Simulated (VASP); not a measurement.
# Cu3W2 (P6/mmm) in VASP: single point with PBE

Aim: the single point of Cu3W2 with PBE.

All numbers are computed with VASP 6.6.1; they aren't measurements. Logs are shortened: lines on timing, memory, paths and dates and some standing lists are left out, and cuts for length are marked.

**1. The cell of the first run**

It takes space group P6/mmm (No. 191, hexagonal). Conventional cell: a = 4.284 Å, b = 4.284 Å, c = 5.102 Å, α = 90.00°, β = 90.00°, γ = 120.00°. Within 3.3 Å of Cu (site symmetry -6m2) lie 6 Cu at 2.47 Å and 2 W at 2.55 Å. Cu (site symmetry 6/mmm) has 6 Cu at 2.47 Å within 3.3 Å. W (site symmetry -6m2) has 3 W at 2.47 Å and 2 Cu at 2.55 Å within 3.3 Å.

**2. Single point, PBE**

INCAR

```
PREC     = Accurate       # precision mode
ENCUT    = 520            # plane-wave cutoff, eV
EDIFF    = 1E-7           # SCF threshold, eV
ISMEAR   = 0              # smearing method
SIGMA    = 0.1            # smearing width, eV
LREAL    = False          # projectors in reciprocal space
LASPH    = True           # aspherical terms in the spheres
NELM     = 80             # most SCF steps
ALGO     = Fast           # electronic algorithm
ISIF     = 2              # what is computed and relaxed
LWAVE    = False          # write WAVECAR
LCHARG   = False          # write CHGCAR
GGA      = PE             # functional
NBANDS   = 38             # bands
```

KPOINTS

```
regular mesh
0
Gamma
  12 12 8
```

POSCAR

```
Cu3W2
1.0
    4.2841587237      0.0000000000      0.0000000000
   -2.1420793619      3.7101902886      0.0000000000
    0.0000000000      0.0000000000      5.1015741767
Cu W
3 2
Direct
    0.3333333333      0.6666666667      0.0000000000
    0.6666666667      0.3333333333      0.0000000000
    0.0000000000      0.0000000000      0.0000000000
    0.3333333333      0.6666666667      0.5000000000
    0.6666666667      0.3333333333      0.5000000000
```

Potentials or basis: VASP PAW PBE potentials, release 64 (Cu, W_sv).

Started as:

```sh
cat potpaw_PBE.64/Cu/POTCAR potpaw_PBE.64/W_sv/POTCAR > POTCAR
mpirun -np 1 vasp_std > vasp.out
```

OUTCAR:

```text
PREC = Accurate
   ENCUT = 520
   EDIFF = 1E-7
   ISMEAR = 0
   LREAL = False
   LASPH = True
   NELM = 80
   ISIF = 2
   GGA = PE

 ion  position               nearest neighbor table
   1  0.333  0.667  0.000-   2 2.47   3 2.47   2 2.47   3 2.47   3 2.47   2 2.47   4 2.55   4 2.55

   2  0.667  0.333  0.000-   1 2.47   3 2.47   1 2.47   3 2.47   3 2.47   1 2.47   5 2.55   5 2.55

   3  0.000  0.000  0.000-   1 2.47   2 2.47   2 2.47   1 2.47   2 2.47   1 2.47
   4  0.333  0.667  0.500-   5 2.47   5 2.47   5 2.47   1 2.55   1 2.55
   5  0.667  0.333  0.500-   4 2.47   4 2.47   4 2.47   2 2.55   2 2.55

  LATTYP: Found a hexagonal cell.
 ALAT       =     4.2841587237
 C/A-ratio  =     1.1907995258

  Lattice vectors:

 A1 = (   4.2841587237,   0.0000000000,   0.0000000000)
 A2 = (  -2.1420793619,   3.7101902886,   0.0000000000)
 A3 = (   0.0000000000,   0.0000000000,   5.1015741767)

Analysis of symmetry for initial positions (statically):
=====================================================================
 Subroutine PRICEL returns:
 Original cell was already a primitive cell.

 Routine SETGRP: Setting up the symmetry group for a
 hexagonal supercell.

 Subroutine GETGRP returns: Found 24 space group operations
 (whereof 24 operations were pure point group operations)
 out of a pool of 24 trial point group operations.

The static configuration has the point symmetry D_6h.

Analysis of symmetry for dynamics (positions and initial velocities):
=====================================================================
 Subroutine PRICEL returns:
 Original cell was already a primitive cell.

 Routine SETGRP: Setting up the symmetry group for a
 hexagonal supercell.

 Subroutine GETGRP returns: Found 24 space group operations
 (whereof 24 operations were pure point group operations)
 out of a pool of 24 trial point group operations.

The dynamic configuration has the point symmetry D_6h.

 Subroutine INISYM returns: Found 24 space group operations
 (whereof 24 operations are pure point group operations),
 and found     1 'primitive' translations

----------------------------------------------------------------------------------------

                                     Primitive cell

  volume of cell :      81.0897

  direct lattice vectors                    reciprocal lattice vectors
     4.284158724  0.000000000  0.000000000     0.233418056  0.134763977  0.000000000
    -2.142079362  3.710190289  0.000000000     0.000000000  0.269527955  0.000000000
     0.000000000  0.000000000  5.101574177     0.000000000  0.000000000  0.196017928

  length of vectors
     4.284158724  4.284158724  5.101574177     0.269527955  0.269527955  0.196017928

  position of ions in fractional coordinates (direct lattice)
     0.333333333  0.666666667  0.000000000
     0.666666667  0.333333333  0.000000000
     0.000000000  0.000000000  0.000000000
     0.333333333  0.666666667  0.500000000
     0.666666667  0.333333333  0.500000000

  ion indices of the primitive-cell ions
   primitive index   ion index
                 1           1
                 2           2
                 3           3
                 4           4
                 5           5

----------------------------------------------------------------------------------------

 KPOINTS: regular mesh

Automatic generation of k-mesh.
 Grid dimensions read from file:
 generate k-points for:   12   12    8

 Generating k-lattice:

  Cartesian coordinates                     Fractional coordinates (reciprocal lattice)
     0.019451505  0.011230331  0.000000000     0.083333333  0.000000000  0.000000000
     0.000000000  0.022460663  0.000000000     0.000000000  0.083333333  0.000000000
     0.000000000  0.000000000  0.024502241     0.000000000  0.000000000  0.125000000

  Length of vectors
     0.022460663  0.022460663  0.024502241

  Shift w.r.t. Gamma in fractional coordinates (k-lattice)
     0.000000000  0.000000000  0.000000000

 Subroutine IBZKPT returns following result:
 ===========================================

 Found     95 irreducible k-points:

 Following reciprocal coordinates:
            Coordinates               Weight
  0.000000  0.000000  0.000000      1.000000
  0.083333  0.000000  0.000000      6.000000
  0.166667  0.000000  0.000000      6.000000
  0.250000  0.000000  0.000000      6.000000
  0.333333  0.000000  0.000000      6.000000
  0.416667  0.000000  0.000000      6.000000
[... 16 lines left out ...]
  0.250000  0.000000  0.125000     12.000000
  0.333333  0.000000  0.125000     12.000000
 [... further k-points ...]
   k-points           NKPTS =     95   k-points in BZ     NKDIM =     95   number of bands    NBANDS=     38
   number of dos      NEDOS =    301   number of ions     NIONS =      5
   total plane-waves  NPLWV =  40960
   dimension x,y,z NGX =    32 NGY =   32 NGZ =   40
   dimension x,y,z NGXF=    64 NGYF=   64 NGZF=   80
   ions per type =               3   2
   NGX,Y,Z   is equivalent  to a cutoff of  12.42, 12.42, 13.03 a.u.
   NGXF,Y,Z  is equivalent  to a cutoff of  24.84, 24.84, 26.07 a.u.
 SYSTEM =  unknown system
   PREC   = accura    normal or accurate (medium, high low for compatibility)
   ISTART =      0    job   : 0-new  1-cont  2-samecut
   ICHARG =      2    charge: 1-file 2-atom 10-const
   ISPIN  =      1    spin polarized calculation?
   LNONCOLLINEAR =      F non collinear calculations
   LSORBIT =      F    spin-orbit coupling
   LASPH  =      T    aspherical Exc in radial PAW
   ENCUT  =  520.0 eV  38.22 Ry    6.18 a.u.   7.97  7.97  9.49*2*pi/ulx,y,z
   NELM   =     80;   NELMIN=  2; NELMDL= -5     # of ELM steps
   EDIFF  = 0.1E-06   stopping-criterion for ELM
   LREAL  =      F    real-space projection
   EDIFFG = 0.1E-05   stopping-criterion for IOM
   NSW    =      0    number of steps for IOM
   IBRION =     -1    ionic relax: 0-MD 1-quasi-New 2-CG
   NFREE  =      0    steps in history (QN), initial steepest desc. (CG)
   ISIF   =      2    stress and relaxation
   ISYM   =      2    0-nonsym 1-usesym 2-fastsym
   POTIM  = 0.5000    time-step for ionic-motion
   TEBEG  =    0.0;   TEEND  =   0.0 temperature during run
   PSTRESS=    0.0 pullay stress
   NELECT =      61.0000    total number of electrons
   NUPDOWN=      -1.0000    fix difference up-down
   EMIN   =  10.00;   EMAX   =-10.00  energy-range for DOS
   EFERMI =   0.00;   METHOD = LEGACY
   ISMEAR =     0;   SIGMA  =   0.10  broadening in eV -4-tet -1-fermi 0-gaus
   EFERMI_NEDOS =   21; number of points for ismear=-14 and -15
   IALGO  =     68    algorithm
   IMIX   =      4    mixing-type and parameters
     AMIX     =   0.40;   BMIX     =  1.00
     AMIX_MAG =   1.60;   BMIX_MAG =  1.00
  volume/ion in A,a.u.               =      16.22       109.44
  Fermi-wavevector in a.u.,A,eV,Ry     =   1.488891  2.813595 30.161331  2.216795
  Thomas-Fermi vector in A             =   2.601868
   LORBIT       =      0    0 simple, 1 ext, 2 COOP (PROOUT), +10 PAW based schemes
   GGA     = PE    functional components
   LHFCALC =     F    Hartree Fock is set to
   AEXX    =    0.0000 exact exchange contribution
   IVDW    =     0    specifies the selected vdW correction
   LEPSILON=     F    determine dielectric tensor
   LRPA    =     F    only Hartree local field effects (RPA)
 non-spin polarized calculation
 RMM-DIIS sequential band-by-band and
 Gauss-broadening in eV      SIGMA  =   0.10
  energy-cutoff  :      520.00
  volume of cell :       81.09
 maximum number of plane-waves:      2202
 NGX is ok and might be reduce to    32
   NGX = 15   NGY = 15   NGZ = 19

 number of electron      60.9999976 magnetization

 Free energy of the ion-electron system (eV)
  ---------------------------------------------------
  ext. energy  EPLUGINS =         0.00000000
  ---------------------------------------------------
  free energy    TOTEN  =       -32.06337768 eV

  energy without entropy =      -32.04871429  energy(sigma->0) =      -32.05604599

 E-fermi :   6.8758     XC(G=0): -11.9225

 val. band max:        6.8535373453   @ k =   0.4167   0.0833   0.2500
 cond. band min:       6.8770629127   @ k =   0.2500   0.0000   0.0000
 fundamental gap:      0.0235255674
 Fermi energy:         6.8757846499

 k-point     1 :       0.0000    0.0000    0.0000
  band No.  band energies     occupation
      1     -66.7012      2.00000
      2     -66.4065      2.00000
      3     -31.5100      2.00000
      4     -31.5100      2.00000
      5     -31.0575      2.00000
      6     -30.6784      2.00000
[... 30 lines left out ...]
     37      11.9494      0.00000
     38      11.9498      0.00000

 k-point     2 :       0.0833    0.0000    0.0000
  band No.  band energies     occupation
      1     -66.6968      2.00000
      2     -66.4110      2.00000
      3     -31.5182      2.00000
      4     -31.4933      2.00000
      5     -31.0519      2.00000
      6     -30.6842      2.00000
[... 30 lines left out ...]
     37      11.3570      0.00000
     38      11.5228      0.00000

 k-point     3 :       0.1667    0.0000    0.0000
  band No.  band energies     occupation
      1     -66.6841      2.00000
      2     -66.4242      2.00000
      3     -31.5399      2.00000
      4     -31.4451      2.00000
      5     -31.0356      2.00000
      6     -30.7012      2.00000
[... 30 lines left out ...]
     37      10.6219      0.00000
     38      11.3870      0.00000

 k-point     4 :       0.2500    0.0000    0.0000
  band No.  band energies     occupation
      1     -66.6642      2.00000
      2     -66.4446      2.00000
      3     -31.5685      2.00000
      4     -31.3722      2.00000
      5     -31.0101      2.00000
      6     -30.7275      2.00000
[... 30 lines left out ...]
     37      10.2283      0.00000
     38      11.5174      0.00000
[... 703 lines left out ...]
      4     -31.4451      2.00000
      5     -31.0363      2.00000
      6     -30.7018      2.00000
[... 30 lines left out ...]
     37      10.8103      0.00000
     38      11.7256      0.00000

 k-point    23 :       0.2500    0.0000    0.1250
  band No.  band energies     occupation
      1     -66.6642      2.00000
      2     -66.4446      2.00000
      3     -31.5685      2.00000
      4     -31.3722      2.00000
      5     -31.0108      2.00000
      6     -30.7281      2.00000
[... 30 lines left out ...]
     37      10.3455      0.00000
     38      11.9559      0.00000

 k-point    24 :       0.3333    0.0000    0.1250
  band No.  band energies     occupation
      1     -66.6398      2.00000
      2     -66.4696      2.00000
      3     -31.5958      2.00000
      4     -31.2875      2.00000
      5     -30.9793      2.00000
      6     -30.7604      2.00000
[... 30 lines left out ...]
     37      10.3451      0.00000
     38      12.1940      0.00000

 [... further k-points ...]

------------------------ aborting loop because EDIFF is reached ----------------------------------------

  FORCE on cell =-STRESS in cart. coord.  units (eV):
  Direction    XX          YY          ZZ          XY          YZ          ZX
  --------------------------------------------------------------------------------------
  -------------------------------------------------------------------------------------
  Total        0.3580456      0.3580456      0.1762445     -0.0000000      0.0000000     -0.0000000
  in kB        7.0742929      7.0742929      3.4822522     -0.0000000      0.0000000     -0.0000000
  external PRESSURE =       5.8769460 kB  Pullay stress =       0.0000000 kB

 VOLUME and BASIS-vectors are now :
 -----------------------------------------------------------------------------
  energy-cutoff  :      520.00
  volume of cell :       81.09
      direct lattice vectors                 reciprocal lattice vectors
     4.284158724  0.000000000  0.000000000     0.233418056  0.134763977  0.000000000
    -2.142079362  3.710190289  0.000000000     0.000000000  0.269527955  0.000000000
     0.000000000  0.000000000  5.101574177     0.000000000  0.000000000  0.196017928

 POSITION                                       TOTAL-FORCE (eV/Angst)
 -----------------------------------------------------------------------------------
     -0.00000      2.47346      0.00000         0.000000     -0.000000     -0.000000
      2.14208      1.23673      0.00000        -0.000000      0.000000     -0.000000
      0.00000      0.00000      0.00000         0.000000     -0.000000     -0.000000
     -0.00000      2.47346      2.55079        -0.000000      0.000000      0.000000
      2.14208      1.23673      2.55079         0.000000      0.000000     -0.000000
 -----------------------------------------------------------------------------------
    total drift:                               -0.000000      0.000000     -0.000000

  FREE ENERGIE OF THE ION-ELECTRON SYSTEM (eV)
  ---------------------------------------------------
  free  energy   TOTEN  =       -32.0633776834 eV

  energy  without entropy=      -32.0487142945  energy(sigma->0) =      -32.05604599
```

It took 16 min on 1 thread of AMD EPYC 7R13, shared host; peak memory 0.34 GiB.

What came out:

```yaml
Free_energy: -32.0634 eV
Pressure: 0.6 GPa
```

Caveat: spin-orbit coupling is left out, which moves the levels of the heavy elements.
